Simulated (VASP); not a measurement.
# AuC18 in VASP: single point with PBE+D3(BJ)

Aim: the single point of AuC18 with PBE+D3(BJ).

Program: VASP 6.6.1. These are calculated values, not measurements. Logs are shortened: lines on timing, memory, paths and dates and some standing lists are left out, and cuts for length are marked.

## Step 1: The cell of the first run

The cell holds a slab with vacuum, 19 atoms: a = 7.398 Å, b = 7.398 Å, c = 11.000 Å, α = 90.00°, β = 90.00°, γ = 120.00°.

## Step 2: Single point, PBE+D3(BJ), collinear spin

Input file INCAR:

```
  ALGO = Normal
  EDIFF = 1E-6
  ENCUT = 520
  GGA = PE
  ISIF = 2
  ISMEAR = -1
  ISPIN = 2
  IVDW = 12
  LASPH = T
  LCHARG = F
  LMAXMIX = 4
  LORBIT = 11
  LREAL = Auto
  LWAVE = F
  MAGMOM = 0 0 0 0 0 0 0 0 0 0 0 0 0 0 0 0 0 0 1
  NBANDS = 60
  NELM = 150
  PREC = Accurate
  SIGMA = 0.05
```

Input file KPOINTS:

```
k-points
0
Gamma
  2 2 1
```

Input file POSCAR:

```
AuC18
1.0
    7.3980000000      0.0000000000      0.0000000000
   -3.6990000000      6.4068560000      0.0000000000
    0.0000000000      0.0000000000     11.0000000000
C Au
18 1
Direct
    0.0061040672      0.0118362818      0.0852759492
    0.2281314851      0.1227213406      0.0835170349
    0.0058069929      0.3450217080      0.0853344312
    0.2279795042      0.4561264055      0.0857207445
    0.0060956461      0.6784677861      0.0852264362
    0.2281128752      0.7896440248      0.0834973880
    0.3391206476      0.0116727409      0.0838040095
    0.5611655922      0.1227177540      0.0834841596
    0.3389518237      0.3446697816      0.0853335891
    0.5602778607      0.4539760019      0.0898244694
    0.3389473638      0.6784834943      0.0853283781
    0.5602698570      0.7905518310      0.0898798695
    0.6722892267      0.0118345096      0.0852933856
    0.8947091221      0.1228372897      0.0856709656
    0.6722884217      0.3446706424      0.0852462429
    0.8947168352      0.4561354903      0.0856229101
    0.6724825069      0.6783609314      0.1025239179
    0.8968455327      0.7905448826      0.0898249001
    0.6723040392      0.6770856033      0.3159550187
```

Potentials or basis: VASP PAW PBE potentials, release 64 (C, Au).

Started as:

```console
$ cat potpaw_PBE.64/C/POTCAR potpaw_PBE.64/Au/POTCAR > POTCAR
$ mpirun -np 1 vasp_std > vasp.out
```

OUTCAR:

```text
EDIFF = 1E-6
   ENCUT = 520
   GGA = PE
   ISIF = 2
   ISMEAR = -1
   ISPIN = 2
   IVDW = 12
   LASPH = T
   LORBIT = 11
   LREAL = Auto
   NELM = 150
   PREC = Accurate
 IVDW          = 12

 ion  position               nearest neighbor table
   1  0.006  0.012  0.085-  18 1.42   2 1.42  14 1.42
   2  0.228  0.123  0.084-   9 1.42   7 1.42   1 1.42
   3  0.006  0.345  0.085-   4 1.42  14 1.42  16 1.42
   4  0.228  0.456  0.086-   3 1.42  11 1.42   9 1.43
   5  0.006  0.678  0.085-  18 1.42   6 1.42  16 1.42
   6  0.228  0.790  0.083-  11 1.42   7 1.42   5 1.42
[... 8 lines left out ...]
  15  0.672  0.345  0.085-  10 1.42   8 1.42  16 1.43
  16  0.895  0.456  0.086-   3 1.42   5 1.42  15 1.43
  17  0.672  0.678  0.103-  18 1.44  10 1.44  12 1.44  19 2.35
  18  0.897  0.791  0.090-   1 1.42   5 1.42  17 1.44
  19  0.672  0.677  0.316-  17 2.35

  LATTYP: Found a hexagonal cell.
 ALAT       =     7.3980000000
 C/A-ratio  =     1.4868883482

  Lattice vectors:

 A1 = (   7.3980000000,   0.0000000000,   0.0000000000)
 A2 = (  -3.6990000000,   6.4068560000,   0.0000000000)
 A3 = (   0.0000000000,   0.0000000000,  11.0000000000)

Analysis of symmetry for initial positions (statically):
=====================================================================
 Subroutine PRICEL returns:
 Original cell was already a primitive cell.

 Routine SETGRP: Setting up the symmetry group for a
 hexagonal supercell.

 Subroutine GETGRP returns: Found  1 space group operations
 (whereof  1 operations were pure point group operations)
 out of a pool of 24 trial point group operations.

The static configuration has the point symmetry C_1 .

Analysis of symmetry for dynamics (positions and initial velocities):
=====================================================================
 Subroutine PRICEL returns:
 Original cell was already a primitive cell.

 Routine SETGRP: Setting up the symmetry group for a
 hexagonal supercell.

 Subroutine GETGRP returns: Found  1 space group operations
 (whereof  1 operations were pure point group operations)
 out of a pool of 24 trial point group operations.

The dynamic configuration has the point symmetry C_1 .

Analysis of structural, dynamic, and magnetic symmetry:
=====================================================================
 Subroutine PRICEL returns:
 Original cell was already a primitive cell.

 Routine SETGRP: Setting up the symmetry group for a
 hexagonal supercell.

 Subroutine GETGRP returns: Found  1 space group operations
 (whereof  1 operations were pure point group operations)
 out of a pool of 24 trial point group operations.

The overall configuration has the point symmetry C_1 .

 Subroutine INISYM returns: Found  1 space group operations
 (whereof  1 operations are pure point group operations),
 and found     1 'primitive' translations

----------------------------------------------------------------------------------------

                                     Primitive cell

  volume of cell :     521.3771

  direct lattice vectors                    reciprocal lattice vectors
     7.398000000  0.000000000  0.000000000     0.135171668  0.078041398  0.000000000
    -3.699000000  6.406856000  0.000000000     0.000000000  0.156082796  0.000000000
     0.000000000  0.000000000 11.000000000     0.000000000  0.000000000  0.090909091

  length of vectors
     7.398000000  7.398000054 11.000000000     0.156082797  0.156082796  0.090909091

  position of ions in fractional coordinates (direct lattice)
     0.006104067  0.011836282  0.085275949
     0.228131485  0.122721341  0.083517035
     0.005806993  0.345021708  0.085334431
     0.227979504  0.456126406  0.085720745
     0.006095646  0.678467786  0.085226436
     0.228112875  0.789644025  0.083497388
[... 11 lines left out ...]
     0.896845533  0.790544883  0.089824900
     0.672304039  0.677085603  0.315955019

  ion indices of the primitive-cell ions
   primitive index   ion index
                 1           1
                 2           2
                 3           3
                 4           4
                 5           5
                 6           6
[... 11 lines left out ...]
                18          18
                19          19

----------------------------------------------------------------------------------------

 KPOINTS: k-points

Automatic generation of k-mesh.
 Grid dimensions read from file:
 generate k-points for:    2    2    1

 Generating k-lattice:

  Cartesian coordinates                     Fractional coordinates (reciprocal lattice)
     0.067585834  0.039020699  0.000000000     0.500000000 -0.000000000  0.000000000
     0.000000000  0.078041398  0.000000000     0.000000000  0.500000000  0.000000000
     0.000000000  0.000000000  0.090909091     0.000000000  0.000000000  1.000000000

  Length of vectors
     0.078041399  0.078041398  0.090909091

  Shift w.r.t. Gamma in fractional coordinates (k-lattice)
     0.000000000  0.000000000  0.000000000

 Subroutine IBZKPT returns following result:
 ===========================================

 Found      4 irreducible k-points:

 Following reciprocal coordinates:
            Coordinates               Weight
  0.000000  0.000000  0.000000      1.000000
  0.500000 -0.000000  0.000000      1.000000
  0.000000  0.500000  0.000000      1.000000
  0.500000  0.500000  0.000000      1.000000
   k-points           NKPTS =      4   k-points in BZ     NKDIM =      4   number of bands    NBANDS=     60
   number of dos      NEDOS =    301   number of ions     NIONS =     19
   total plane-waves  NPLWV = 263424
   dimension x,y,z NGX =    56 NGY =   56 NGZ =   84
   dimension x,y,z NGXF=   112 NGYF=  112 NGZF=  168
   ions per type =              18   1
   NGX,Y,Z   is equivalent  to a cutoff of  12.58, 12.58, 12.70 a.u.
   NGXF,Y,Z  is equivalent  to a cutoff of  25.17, 25.17, 25.39 a.u.
 SYSTEM =  unknown system
   PREC   = accura    normal or accurate (medium, high low for compatibility)
   ISTART =      0    job   : 0-new  1-cont  2-samecut
   ICHARG =      2    charge: 1-file 2-atom 10-const
   ISPIN  =      2    spin polarized calculation?
   LNONCOLLINEAR =      F non collinear calculations
   LSORBIT =      F    spin-orbit coupling
   LASPH  =      T    aspherical Exc in radial PAW
   ENCUT  =  520.0 eV  38.22 Ry    6.18 a.u.  13.76 13.76 20.45*2*pi/ulx,y,z
   NELM   =    150;   NELMIN=  2; NELMDL= -5     # of ELM steps
   EDIFF  = 0.1E-05   stopping-criterion for ELM
   LREAL  =      T    real-space projection
   EDIFFG = 0.1E-04   stopping-criterion for IOM
   NSW    =      0    number of steps for IOM
   IBRION =     -1    ionic relax: 0-MD 1-quasi-New 2-CG
   NFREE  =      0    steps in history (QN), initial steepest desc. (CG)
   ISIF   =      2    stress and relaxation
   ISYM   =      2    0-nonsym 1-usesym 2-fastsym
   POTIM  = 0.5000    time-step for ionic-motion
   TEBEG  =    0.0;   TEEND  =   0.0 temperature during run
   PSTRESS=    0.0 pullay stress
   NELECT =      83.0000    total number of electrons
   NUPDOWN=      -1.0000    fix difference up-down
   EMIN   =  10.00;   EMAX   =-10.00  energy-range for DOS
   EFERMI =   0.00;   METHOD = LEGACY
   ISMEAR =    -1;   SIGMA  =   0.05  broadening in eV -4-tet -1-fermi 0-gaus
   EFERMI_NEDOS =   21; number of points for ismear=-14 and -15
   IALGO  =     38    algorithm
   IMIX   =      4    mixing-type and parameters
     AMIX     =   0.40;   BMIX     =  1.00
     AMIX_MAG =   1.60;   BMIX_MAG =  1.00
  volume/ion in A,a.u.               =      27.44       185.18
  Fermi-wavevector in a.u.,A,eV,Ry     =   0.887259  1.676676 10.710884  0.787228
  Thomas-Fermi vector in A             =   2.008533
   LORBIT       =     11    0 simple, 1 ext, 2 COOP (PROOUT), +10 PAW based schemes
   GGA     = PE    functional components
   LHFCALC =     F    Hartree Fock is set to
   AEXX    =    0.0000 exact exchange contribution
   IVDW    =    12    specifies the selected vdW correction
   LEPSILON=     F    determine dielectric tensor
   LRPA    =     F    only Hartree local field effects (RPA)
 spin polarized calculation
  energy-cutoff  :      520.00
  volume of cell :      521.38
 maximum number of plane-waves:     14099
 NGX is ok and might be reduce to    56
   NGX = 27   NGY = 27   NGZ = 41

 number of electron      82.9999999 magnetization       0.9338745

 Free energy of the ion-electron system (eV)
  ---------------------------------------------------
  ext. energy  EPLUGINS =         0.00000000
  ---------------------------------------------------
  free energy    TOTEN  =      -166.07130887 eV

  energy without entropy =     -166.04183187  energy(sigma->0) =     -166.05657037

 E-fermi :  -1.3776     XC(G=0):  -4.6576

 val. band max:       -1.4740452910   @ k =   0.0000   0.0000   0.0000
 cond. band min:      -1.2569455164   @ k =   0.0000   0.0000   0.0000
 fundamental gap:      0.2170997745
 Fermi energy:        -1.3775725924

 spin component 1

 k-point     1 :       0.0000    0.0000    0.0000
  band No.  band energies     occupation
      1     -20.9555      1.00000
      2     -18.4700      1.00000
      3     -18.3854      1.00000
      4     -18.3849      1.00000
      5     -18.3302      1.00000
      6     -18.3237      1.00000
[... 45 lines left out ...]
     52       3.6302      0.00000
     53       3.7632      0.00000
[... 166 lines left out ...]
     52       3.7675      0.00000
     53       4.3344      0.00000
 Fermi energy:        -1.3775725924

 spin component 2

 k-point     1 :       0.0000    0.0000    0.0000
  band No.  band energies     occupation
      1     -20.9315      1.00000
      2     -18.4219      1.00000
      3     -18.3653      1.00000
      4     -18.3648      1.00000
      5     -18.3137      1.00000
      6     -18.3133      1.00000
[... 45 lines left out ...]
     52       3.8520      0.00000
     53       3.9383      0.00000
[... 166 lines left out ...]
     52       4.0872      0.00000
     53       4.4719      0.00000
 [bands above 53 left out]

------------------------ aborting loop because EDIFF is reached ----------------------------------------

 Edisp (eV)   -1.89316

 E8    (eV) :    -0.6117

  FORCE on cell =-STRESS in cart. coord.  units (eV):
  Direction    XX          YY          ZZ          XY          YZ          ZX
  --------------------------------------------------------------------------------------
  -------------------------------------------------------------------------------------
  Total       1.60989     1.57238    -0.25846     0.00190     0.00966    -0.00395
  in kB       4.94714     4.83188    -0.79423     0.00584     0.02968    -0.01213
  external pressure =        2.99 kB  Pullay stress =        0.00 kB

 VOLUME and BASIS-vectors are now :
 -----------------------------------------------------------------------------
  energy-cutoff  :      520.00
  volume of cell :      521.38
      direct lattice vectors                 reciprocal lattice vectors
     7.398000000  0.000000000  0.000000000     0.135171668  0.078041398  0.000000000
    -3.699000000  6.406856000  0.000000000     0.000000000  0.156082796  0.000000000
     0.000000000  0.000000000 11.000000000     0.000000000  0.000000000  0.090909091

 POSITION                                       TOTAL-FORCE (eV/Angst)
 -----------------------------------------------------------------------------------
      0.00138      0.07583      0.93804         0.003333      0.003621     -0.001583
      1.23377      0.78626      0.91869        -0.002669     -0.006523      0.000155
     -1.23328      2.21050      0.93868        -0.006904      0.007971     -0.005863
     -0.00062      2.92234      0.94293         0.001672     -0.004326     -0.002722
     -2.46456      4.34685      0.93749         0.007264      0.007780      0.002294
     -1.23331      5.05914      0.91847         0.003853     -0.006558      0.002308
[... 11 lines left out ...]
      3.71064      5.06491      0.98807        -0.001929     -0.007597     -0.004668
      2.46917      4.33799      3.47551        -0.003482      0.002681     -0.004343
 -----------------------------------------------------------------------------------
    total drift:                               -0.000619     -0.004798      0.010681

  FREE ENERGIE OF THE ION-ELECTRON SYSTEM (eV)
  ---------------------------------------------------
  free  energy   TOTEN  =      -167.9644715236 eV

  energy  without entropy=     -167.9349945250  energy(sigma->0) =     -167.94973302

 total charge

# of ion       s       p       d       tot
------------------------------------------
    1        0.863   1.790   0.000   2.653
    2        0.863   1.788   0.000   2.651
    3        0.863   1.785   0.000   2.647
    4        0.862   1.784   0.000   2.646
    5        0.863   1.790   0.000   2.653
    6        0.863   1.788   0.000   2.651
[... 11 lines left out ...]
   18        0.863   1.777   0.000   2.640
   19        0.619   0.055   8.886   9.560
--------------------------------------------------
tot         16.142  32.159   8.886  57.187

 magnetization (x)

# of ion       s       p       d       tot
------------------------------------------
    1       -0.003  -0.042   0.000  -0.045
    2        0.003   0.044   0.000   0.048
    3       -0.003  -0.025   0.000  -0.028
    4        0.004   0.052   0.000   0.055
    5       -0.003  -0.042   0.000  -0.045
    6        0.003   0.044   0.000   0.048
[... 11 lines left out ...]
   18        0.005   0.062   0.000   0.067
   19        0.261   0.008   0.024   0.293
--------------------------------------------------
tot          0.271   0.166   0.024   0.461
```

It took 8.6 min on 1 thread of Intel Xeon Platinum 8259CL at 2.50GHz (Skylake/Cascade Lake), shared host; peak memory 0.8 GiB.

Results:

```yaml
Free_energy: -167.9645 eV
Largest_force: 0.021 eV/Å
Band_gap_on_the_k_mesh: 0.22 eV
Net_moment: 0.93 μB per cell
Site_moments: C -0.04, +0.05, -0.03, +0.06, +0.07, -0.01 (each value once); Au +0.29 μB
Valence_electrons_inside_the_program's_atomic_spheres: C 2.65, 2.64, 2.60 (each value once); Au 9.56
Dispersion_energy_per_atom: -0.100 eV
```

Forces on the atoms (eV/Å):
```
C    0.003  0.004 -0.002
C   -0.003 -0.007  0.000
C   -0.007  0.008 -0.006
C    0.002 -0.004 -0.003
C    0.007  0.008  0.002
C    0.004 -0.007  0.002
C    0.005  0.009  0.006
C   -0.005 -0.005  0.003
C    0.001  0.010 -0.008
C    0.007  0.000  0.000
C   -0.006  0.008 -0.002
C    0.008 -0.003 -0.003
C    0.000  0.003  0.000
C   -0.002 -0.001 -0.002
C    0.001  0.006 -0.004
C   -0.003 -0.019  0.006
C   -0.006 -0.004  0.016
C   -0.002 -0.008 -0.005
Au  -0.003  0.003 -0.004
```

Caveat: the k points lie up to 0.49 Å⁻¹ apart; spin-orbit coupling is left out, which moves the levels of the heavy elements.
